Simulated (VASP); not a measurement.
Write the native input for VASP 6.6.1 that does the following.

| Quantity | Value |
| --- | --- |
| Task | single point |
| Functional | PBE |
| Potentials or basis | VASP PAW PBE potentials, release 64 (Si, O) |
| Cutoff | 520 eV |
| k mesh | 8 × 8 × 8 |
| Occupations | gaussian, width 0.01 eV |
| Spin | no spin polarisation |
| Dipole correction | no |
| Further INCAR settings | ALGO = Normal; EDIFF = 1e-06; NBANDS = 25 |

The structure of SiO2 lies in POSCAR:

```
SiO2
1.0
   -1.7274146580      1.7274146580      4.1730310934
    1.7274146580     -1.7274146580      4.1730310934
    1.7274146580      1.7274146580     -4.1730310934
Si O
2 4
Direct
    0.7500000000      0.2500000000      0.5000000000
    0.0000000000      0.0000000000      0.0000000000
    0.5421687973      0.0421687973      0.5000000000
    0.7921687973      0.7921687973      0.0000000000
    0.2078312027      0.2078312027      0.0000000000
    0.9578312027      0.4578312027      0.5000000000
```

One way to write it, as run:

INCAR

```
PREC = Accurate
ENCUT = 520
EDIFF = 1E-6
ISMEAR = 0
SIGMA = 0.01
LREAL = F
LASPH = T
NELM = 100
ALGO = Normal
ISIF = 2
LWAVE = F
LCHARG = F
GGA = PE
NBANDS = 25
```

KPOINTS

```
regular mesh
0
Gamma
  8 8 8
```

Potentials or basis: VASP PAW PBE potentials, release 64 (Si, O).

Command:

```sh
$ cat potpaw_PBE.64/Si/POTCAR potpaw_PBE.64/O/POTCAR > POTCAR
$ mpirun -np 1 vasp_std > vasp.out
```

Results of the run:

```yaml
Pressure: 19.1 GPa
Largest_force: 0.635 eV/Å
Band_gap_on_the_k_mesh: 6.87 eV (least direct gap 7.56 eV)
```

Caveat: the cell stands under pressure.

It took 2.1 min on 1 thread of Intel Xeon 8259CL, with other jobs on the host, peak memory 0.22 GiB.
